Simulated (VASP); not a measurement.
# Rh (P6_3/mmc) in VASP: a series of runs, part 2 of 2

VASP 6.6.1. The steps go on from the part before.

## 5. Single point, r2SCAN

This run uses another cell than the first one, of 14.87 Å³/atom, 1.095 times its volume.

The input, POSCAR:

```
Rh
1.0
    2.7669170555      0.0000000000      0.0000000000
   -1.3834590343      2.3962202665      0.0000000000
    0.0000000000      0.0000000000      4.4867652751
Rh
2
Direct
    0.6666666667      0.3333333333      0.7500000000
    0.3333333333      0.6666666667      0.2500000000
```

The input, INCAR.step1:

```
PREC = Accurate
ENCUT = 520
ISMEAR = 1
SIGMA = 0.15
LREAL = False
LASPH = True
NELM = 60
NBANDS = 22
GGA = PE
ALGO = Normal
EDIFF = 1E-4
LWAVE = True
LCHARG = False
```

The input, INCAR.step2:

```
PREC = Accurate
ENCUT = 520
EDIFF = 1E-7
ISMEAR = 1
SIGMA = 0.15
LREAL = False
LASPH = True
NELM = 60
ALGO = Normal
ISIF = 2
LWAVE = False
LCHARG = True
METAGGA = R2SCAN
LMIXTAU = True
LELF = True
LVHAR = True
NBANDS = 22
ISTART = 1
```

The input, KPOINTS:

```
Automatic mesh
0
Gamma
  12 12 7
```

Potentials or basis: VASP PAW PBE potentials, release 64 (Rh_pv).

Command:

```
> cat potpaw_PBE.64/Rh_pv/POTCAR > POTCAR
> cp INCAR.step1 INCAR
> mpirun -np 1 vasp_std > vasp.out
> cp INCAR.step2 INCAR
> mpirun -np 1 vasp_std > vasp.out
```

OUTCAR:

```text
PREC = Accurate
   ENCUT = 520
   EDIFF = 1E-7
   ISMEAR = 1
   LREAL = False
   LASPH = True
   NELM = 60
   ISIF = 2
   METAGGA = R2SCAN
   ISTART = 1

 ion  position               nearest neighbor table
   1  0.667  0.333  0.750-   2 2.75   2 2.75   2 2.75   2 2.75   2 2.75   2 2.75
   2  0.333  0.667  0.250-   1 2.75   1 2.75   1 2.75   1 2.75   1 2.75   1 2.75

  LATTYP: Found a hexagonal cell.
 ALAT       =     2.7669170555
 C/A-ratio  =     1.6215756328

  Lattice vectors:

[... 790 lines left out ...]
------------------------ aborting loop because EDIFF is reached ----------------------------------------

  FORCE on cell =-STRESS in cart. coord.  units (eV):
  Direction    XX          YY          ZZ          XY          YZ          ZX
  --------------------------------------------------------------------------------------
  -------------------------------------------------------------------------------------
  Total       -3.1153546     -3.1153541     -3.2249933      0.0000007     -0.0000000      0.0000000
  in kB     -167.7883651   -167.7883379   -173.6933428      0.0000355     -0.0000000      0.0000000
  external PRESSURE =    -169.7566819 kB  Pullay stress =       0.0000000 kB

 VOLUME and BASIS-vectors are now :
 -----------------------------------------------------------------------------
  energy-cutoff  :      520.00
  volume of cell :       29.75
      direct lattice vectors                 reciprocal lattice vectors
     2.766917056  0.000000000  0.000000000     0.361413075  0.208662029  0.000000000
    -1.383459034  2.396220266  0.000000000     0.000000000  0.417323905  0.000000000
     0.000000000  0.000000000  4.486765275     0.000000000  0.000000000  0.222877717

 POSITION                                       TOTAL-FORCE (eV/Angst)
 -----------------------------------------------------------------------------------
      1.38346      0.79874      3.36507         0.000000     -0.000000      0.000000
     -0.00000      1.59748      1.12169        -0.000000      0.000000      0.000000
 -----------------------------------------------------------------------------------
    total drift:                                0.000000     -0.000000      0.000000

  FREE ENERGIE OF THE ION-ELECTRON SYSTEM (eV)
  ---------------------------------------------------
  free  energy   TOTEN  =       -48.0636015165 eV

  energy  without entropy=      -48.0620247110  energy(sigma->0) =      -48.06307591
```

Run time: 86 s. Hardware: 1 thread of Intel Xeon Platinum 8559C (Emerald Rapids), shared host; peak memory 0.19 GiB.

What came out:

```
Free energy            : -48.0636 eV
Pressure               : -17.0 GPa
Band gap on the k mesh : zero (band 15 reaches 10.98 eV, above the bottom of band 16 at 8.82 eV)
```

Stress tensor (GPa, compression positive):
```
-16.78   0.00   0.00
  0.00 -16.78   0.00
  0.00   0.00 -17.37
```

Caveat: the PAW data sets were made with another functional, which shifts forces and pressure a little.

## 6. Single point, r2SCAN

This run uses another cell than the first one, of 15.30 Å³/atom, 1.126 times its volume.

The input, POSCAR:

```
Rh
1.0
    2.7932702326      0.0000000000      0.0000000000
   -1.3966356277      2.4190427855      0.0000000000
    0.0000000000      0.0000000000      4.5294989449
Rh
2
Direct
    0.6666666667      0.3333333333      0.7500000000
    0.3333333333      0.6666666667      0.2500000000
```

The input, INCAR.step1:

```
SYSTEM = Rh
PREC = Accurate
ENCUT = 520
ISMEAR = 1
SIGMA = 0.15
LREAL = .FALSE.
LASPH = .TRUE.
NELM = 100
NBANDS = 22
GGA = PE
ALGO = Normal
EDIFF = 1E-4
LWAVE = .TRUE.
LCHARG = .FALSE.
```

The input, INCAR.step2:

```
SYSTEM = Rh
PREC = Accurate
ENCUT = 520
EDIFF = 1E-7
ISMEAR = 1
SIGMA = 0.15
LREAL = .FALSE.
LASPH = .TRUE.
NELM = 100
ALGO = Normal
ISIF = 2
LWAVE = .FALSE.
LCHARG = .TRUE.
METAGGA = R2SCAN
LMIXTAU = .TRUE.
LELF = .TRUE.
LVHAR = .TRUE.
NBANDS = 22
ISTART = 1
```

The input, KPOINTS:

```
regular mesh
0
G
  12 12 7
  0 0 0
```

Potentials or basis: VASP PAW PBE potentials, release 64 (Rh_pv).

Command:

```
> cat potpaw_PBE.64/Rh_pv/POTCAR > POTCAR
> cp INCAR.step1 INCAR
> mpirun -np 1 vasp_std > vasp.out
> cp INCAR.step2 INCAR
> mpirun -np 1 vasp_std > vasp.out
```

OUTCAR:

```text
SYSTEM = Rh
   PREC = Accurate
   ENCUT = 520
   EDIFF = 1E-7
   ISMEAR = 1
   LREAL = .FALSE.
   LASPH = .TRUE.
   NELM = 100
   ISIF = 2
   METAGGA = R2SCAN
   ISTART = 1

 ion  position               nearest neighbor table
   1  0.667  0.333  0.750-   2 2.78   2 2.78   2 2.78   2 2.78   2 2.78   2 2.78
   2  0.333  0.667  0.250-   1 2.78   1 2.78   1 2.78   1 2.78   1 2.78   1 2.78

  LATTYP: Found a hexagonal cell.
 ALAT       =     2.7932702326
 C/A-ratio  =     1.6215756328

  Lattice vectors:

 A1 = (   2.7932702326,   0.0000000000,   0.0000000000)
 A2 = (  -1.3966356277,   2.4190427855,   0.0000000000)
 A3 = (   0.0000000000,   0.0000000000,   4.5294989449)

Analysis of symmetry for initial positions (statically):
=====================================================================
 Subroutine PRICEL returns:
 Original cell was already a primitive cell.

 Routine SETGRP: Setting up the symmetry group for a
 hexagonal supercell.

 Subroutine GETGRP returns: Found 24 space group operations
 (whereof 12 operations were pure point group operations)
 out of a pool of 24 trial point group operations.

The static configuration has the point symmetry D_3d.
 The point group associated with its full space group is D_6h.

Analysis of symmetry for dynamics (positions and initial velocities):
=====================================================================
 Subroutine PRICEL returns:
 Original cell was already a primitive cell.

 Routine SETGRP: Setting up the symmetry group for a
 hexagonal supercell.

 Subroutine GETGRP returns: Found 24 space group operations
 (whereof 12 operations were pure point group operations)
 out of a pool of 24 trial point group operations.

The dynamic configuration has the point symmetry D_3d.
 The point group associated with its full space group is D_6h.

 Subroutine INISYM returns: Found 24 space group operations
 (whereof 12 operations are pure point group operations),
 and found     1 'primitive' translations

----------------------------------------------------------------------------------------

                                     Primitive cell

  volume of cell :      30.6060

  direct lattice vectors                    reciprocal lattice vectors
     2.793270233  0.000000000  0.000000000     0.358003314  0.206693402  0.000000000
    -1.396635628  2.419042785  0.000000000     0.000000000  0.413386653  0.000000000
     0.000000000  0.000000000  4.529498945     0.000000000  0.000000000  0.220774971

  length of vectors
     2.793270233  2.793270319  4.529498945     0.413386666  0.413386653  0.220774971

  position of ions in fractional coordinates (direct lattice)
     0.666666667  0.333333333  0.750000000
     0.333333333  0.666666667  0.250000000

  ion indices of the primitive-cell ions
   primitive index   ion index
                 1           1
                 2           2

----------------------------------------------------------------------------------------

 KPOINTS: regular mesh

Automatic generation of k-mesh.
 Grid dimensions read from file:
 generate k-points for:   12   12    7

 Generating k-lattice:

  Cartesian coordinates                     Fractional coordinates (reciprocal lattice)
     0.029833609  0.017224450  0.000000000     0.083333333  0.000000000  0.000000000
     0.000000000  0.034448888  0.000000000     0.000000000  0.083333333  0.000000000
     0.000000000  0.000000000  0.031539282     0.000000000  0.000000000  0.142857143

  Length of vectors
     0.034448889  0.034448888  0.031539282

  Shift w.r.t. Gamma in fractional coordinates (k-lattice)
     0.000000000  0.000000000  0.000000000

 Subroutine IBZKPT returns following result:
 ===========================================

 Found     76 irreducible k-points:

 Following reciprocal coordinates:
            Coordinates               Weight
  0.000000  0.000000  0.000000      1.000000
  0.083333 -0.000000  0.000000      6.000000
  0.166667 -0.000000  0.000000      6.000000
  0.250000  0.000000  0.000000      6.000000
  0.333333 -0.000000  0.000000      6.000000
  0.416667  0.000000  0.000000      6.000000
[... 16 lines left out ...]
  0.250000  0.000000  0.142857     12.000000
  0.333333 -0.000000  0.142857     12.000000
 [... further k-points ...]
   k-points           NKPTS =     76   k-points in BZ     NKDIM =     76   number of bands    NBANDS=     22
   number of dos      NEDOS =    301   number of ions     NIONS =      2
   total plane-waves  NPLWV =  20736
   dimension x,y,z NGX =    24 NGY =   24 NGZ =   36
   dimension x,y,z NGXF=    48 NGYF=   48 NGZF=   72
   ions per type =               2
   NGX,Y,Z   is equivalent  to a cutoff of  14.28, 14.28, 13.21 a.u.
   NGXF,Y,Z  is equivalent  to a cutoff of  28.57, 28.57, 26.43 a.u.
 SYSTEM =  Rh
   PREC   = accura    normal or accurate (medium, high low for compatibility)
   ISTART =      1    job   : 0-new  1-cont  2-samecut
   ICHARG =      0    charge: 1-file 2-atom 10-const
   ISPIN  =      1    spin polarized calculation?
   LNONCOLLINEAR =      F non collinear calculations
   LSORBIT =      F    spin-orbit coupling
   LASPH  =      T    aspherical Exc in radial PAW
   ENCUT  =  520.0 eV  38.22 Ry    6.18 a.u.   5.19  5.19  8.42*2*pi/ulx,y,z
   NELM   =    100;   NELMIN=  2; NELMDL=  0     # of ELM steps
   EDIFF  = 0.1E-06   stopping-criterion for ELM
   LREAL  =      F    real-space projection
   EDIFFG = 0.1E-05   stopping-criterion for IOM
   NSW    =      0    number of steps for IOM
   IBRION =     -1    ionic relax: 0-MD 1-quasi-New 2-CG
   NFREE  =      0    steps in history (QN), initial steepest desc. (CG)
   ISIF   =      2    stress and relaxation
   ISYM   =      2    0-nonsym 1-usesym 2-fastsym
   POTIM  = 0.5000    time-step for ionic-motion
   TEBEG  =    0.0;   TEEND  =   0.0 temperature during run
   PSTRESS=    0.0 pullay stress
   NELECT =      30.0000    total number of electrons
   NUPDOWN=      -1.0000    fix difference up-down
   EMIN   =  10.00;   EMAX   =-10.00  energy-range for DOS
   EFERMI =   0.00;   METHOD = LEGACY
   ISMEAR =     1;   SIGMA  =   0.15  broadening in eV -4-tet -1-fermi 0-gaus
   EFERMI_NEDOS =   21; number of points for ismear=-14 and -15
   IALGO  =     38    algorithm
   IMIX   =      4    mixing-type and parameters
     AMIX     =   0.40;   BMIX     =  1.00
     AMIX_MAG =   1.60;   BMIX_MAG =  1.00
  volume/ion in A,a.u.               =      15.30       103.27
  Fermi-wavevector in a.u.,A,eV,Ry     =   1.626221  3.073113 35.981917  2.644596
  Thomas-Fermi vector in A             =   2.719216
   LORBIT       =      0    0 simple, 1 ext, 2 COOP (PROOUT), +10 PAW based schemes
   METAGGA = R2SCAN    functional components
   LHFCALC =     F    Hartree Fock is set to
   AEXX    =    0.0000 exact exchange contribution
   IVDW    =     0    specifies the selected vdW correction
   LEPSILON=     F    determine dielectric tensor
   LRPA    =     F    only Hartree local field effects (RPA)
 non-spin polarized calculation
 Methfessel and Paxton  Order N= 1 SIGMA  =   0.15
  energy-cutoff  :      520.00
  volume of cell :       30.61
 maximum number of plane-waves:       838
 NGX is ok and might be reduce to    24
   NGX = 11   NGY = 11   NGZ = 17

 number of electron      29.9999998 magnetization

 Free energy of the ion-electron system (eV)
  ---------------------------------------------------
  ext. energy  EPLUGINS =         0.00000000
  ---------------------------------------------------
  free energy    TOTEN  =       -47.95961241 eV

  energy without entropy =      -47.95829420  energy(sigma->0) =      -47.95917301

 E-fermi :   9.9776     XC(G=0): -14.4148

 val. band max:        9.9731225891   @ k =   0.1667   0.0833   0.4286
 cond. band min:       9.9828444288   @ k =   0.0833  -0.0000   0.4286
 fundamental gap:      0.0097218396
 Fermi energy:         9.9775790662

 k-point     1 :       0.0000    0.0000    0.0000
  band No.  band energies     occupation
      1     -38.2675      2.00000
      2     -37.7806      2.00000
      3     -37.7806      2.00000
      4     -37.7167      2.00000
      5     -37.7008      2.00000
      6     -37.7008      2.00000
[... 14 lines left out ...]
     21      27.4419      0.00000
     22      27.4423      0.00000

 k-point     2 :       0.0833   -0.0000    0.0000
  band No.  band energies     occupation
      1     -38.2557      2.00000
      2     -37.8075      2.00000
      3     -37.7893      2.00000
      4     -37.7288      2.00000
      5     -37.7216      2.00000
      6     -37.7053      2.00000
[... 542 lines left out ...]
 k-point    24 :       0.3333   -0.0000    0.1429
  band No.  band energies     occupation
      1     -38.1434      2.00000
      2     -38.0429      2.00000
      3     -38.0116      2.00000
      4     -37.8678      2.00000
      5     -37.7959      2.00000
      6     -37.7609      2.00000
[... 14 lines left out ...]
     21      25.2696      0.00000
     22      25.5969      0.00000

 [... further k-points ...]
[... 5 lines left out ...]
  --------------------------------------------------------------------------------------
  -------------------------------------------------------------------------------------
  Total       -4.1288651     -4.1288644     -4.2621463      0.0000009     -0.0000000     -0.0000000
  in kB     -216.1397302   -216.1396953   -223.1167986      0.0000457     -0.0000000     -0.0000000
  external PRESSURE =    -218.4654080 kB  Pullay stress =       0.0000000 kB

 VOLUME and BASIS-vectors are now :
 -----------------------------------------------------------------------------
  energy-cutoff  :      520.00
  volume of cell :       30.61
      direct lattice vectors                 reciprocal lattice vectors
     2.793270233  0.000000000  0.000000000     0.358003314  0.206693402  0.000000000
    -1.396635628  2.419042785  0.000000000     0.000000000  0.413386653  0.000000000
     0.000000000  0.000000000  4.529498945     0.000000000  0.000000000  0.220774971

 POSITION                                       TOTAL-FORCE (eV/Angst)
 -----------------------------------------------------------------------------------
      1.39663      0.80635      3.39712         0.000000      0.000000      0.000000
     -0.00000      1.61270      1.13237        -0.000000     -0.000000      0.000000
 -----------------------------------------------------------------------------------
    total drift:                                0.000000     -0.000000      0.000000

  FREE ENERGIE OF THE ION-ELECTRON SYSTEM (eV)
  ---------------------------------------------------
  free  energy   TOTEN  =       -47.9596124088 eV

  energy  without entropy=      -47.9582942040  energy(sigma->0) =      -47.95917301
```

It took 85 s on 1 thread of Intel Xeon Platinum 8559C (Emerald Rapids), shared host; peak memory 0.18 GiB.

Results:

```yaml
Free_energy: -47.9596 eV
Pressure: -21.8 GPa
Band_gap_on_the_k_mesh: zero (band 15 reaches 10.47 eV, above the bottom of band 16 at 8.42 eV)
```

Stress tensor (GPa, compression positive):
```
-21.61   0.00   0.00
  0.00 -21.61   0.00
  0.00   0.00 -22.31
```

Levels at points of the mesh, in eV from the Fermi level:
```
           k point  band 13  band 14  band 15  band 16  band 17  band 18
(0.00, 0.00, 0.00)    -2.23    -1.69    -1.69     0.10     0.10     0.98
(0.50, 0.00, 0.00)    -1.84     0.35     0.49     0.61     2.88     4.86
```

Caveat: the PAW data sets were made with another functional, which shifts forces and pressure a little.

## 7. Summary

```csv
cell,gap on the mesh (eV),pressure (GPa)
"a = 2.685, b = 2.685, c = 4.353 Å, angles 90.0, 90.0, 120.0°, 2 atoms",none,5.0
"a = 2.713, b = 2.713, c = 4.399 Å, angles 90.0, 90.0, 120.0°, 2 atoms",none,-3.8
"a = 2.740, b = 2.740, c = 4.443 Å, angles 90.0, 90.0, 120.0°, 2 atoms",none,-11.1
"a = 2.767, b = 2.767, c = 4.487 Å, angles 90.0, 90.0, 120.0°, 2 atoms",none,-17.0
"a = 2.793, b = 2.793, c = 4.529 Å, angles 90.0, 90.0, 120.0°, 2 atoms",none,-21.8
```

Alike in all rows: task single point; level r2SCAN; potentials or basis VASP PAW PBE potentials, release 64 (Rh_pv); no spin polarisation; k mesh 12 × 12 × 7; cutoff (eV) 520; smearing methfessel-paxton 0.15 eV.

Caveats: the PAW data sets were made with another functional, which shifts forces and pressure a little.

Absolute energies hang on the potentials; compare differences alone.
